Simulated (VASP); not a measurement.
Write the native input for VASP 6.6.1 that does the following.

| Property | Result |
| --- | --- |
| Task | single point |
| Functional | PBEsol |
| Potentials or basis | VASP PAW PBE potentials, release 64 (Ti_sv, Li_sv) |
| Cutoff | 520 eV |
| k mesh | 3 × 2 × 4 |
| Occupations | gaussian, width 0.05 eV |
| Spin | no spin polarisation |
| Dipole correction | no |
| Further INCAR settings | ALGO = Normal; EDIFF = 1e-07; NBANDS = 86 |

The structure of LiTi12 (a cell with a defect) lies in POSCAR:

```
LiTi12
1.0
    5.9000000000      0.0000000000      0.0000000000
   -4.4250000000      7.6643250000      0.0000000000
    0.0000000000      0.0000000000      4.6846000000
Ti Li
12 1
Direct
    0.0284351040      0.0391284179      0.0336835903
    0.1551661931      0.2199560951      0.5297754326
    0.0117481093      0.3391462350      0.0429949348
    0.1695122633      0.5637280708      0.5724676191
    0.0176616189      0.6483130994      0.0648644636
    0.2084778855      0.9097774982      0.4344381471
    0.4986852314     -0.0070299361     -0.0712175481
    0.6567327193      0.2175953587      0.4579212954
    0.5122598086      0.3366497109     -0.0285667078
    0.6375829311      0.5159569574      0.4670645155
    0.4598207173      0.6472199066      0.0669645422
    0.6491488993      0.9084450681      0.4365525225
    0.8334275190      0.7777445178      0.7481165926
```

These files were run (other wordings do the same):

INCAR

```
PREC     = Accurate       # precision mode
ENCUT    = 520            # plane-wave cutoff, eV
EDIFF    = 1E-7           # SCF threshold, eV
ISMEAR   = 0              # smearing method
SIGMA    = 0.05           # smearing width, eV
LREAL    = F              # projectors in reciprocal space
LASPH    = T              # aspherical terms in the spheres
NELM     = 80             # most SCF steps
ALGO     = Normal         # electronic algorithm
ISIF     = 2              # what is computed and relaxed
LWAVE    = F              # write WAVECAR
LCHARG   = F              # write CHGCAR
GGA      = PS             # functional
NBANDS   = 86             # bands
```

KPOINTS

```
Automatic mesh
0
Gamma
  3 2 4
```

Potentials or basis: VASP PAW PBE potentials, release 64 (Ti_sv, Li_sv).

Run with:

```bash
$ cat potpaw_PBE.64/Ti_sv/POTCAR potpaw_PBE.64/Li_sv/POTCAR > POTCAR
$ mpirun -np 1 vasp_std > vasp.out
```

It gave:

```json
{
 "Largest force": "0.035 eV/Å",
 "Band gap on the k mesh": "zero (an odd number of electrons rules out a gap without spin polarisation)"
}
```

Caveat: the k points lie up to 0.41 Å⁻¹ apart, too coarse for converged energies and pressures of a metal; the PAW data sets were made with another functional, which shifts forces and pressure a little.

It took 8 min on 1 thread of Intel(R) Xeon(R) Platinum 8488C (Sapphire Rapids) (shared host), peak memory 0.43 GiB.
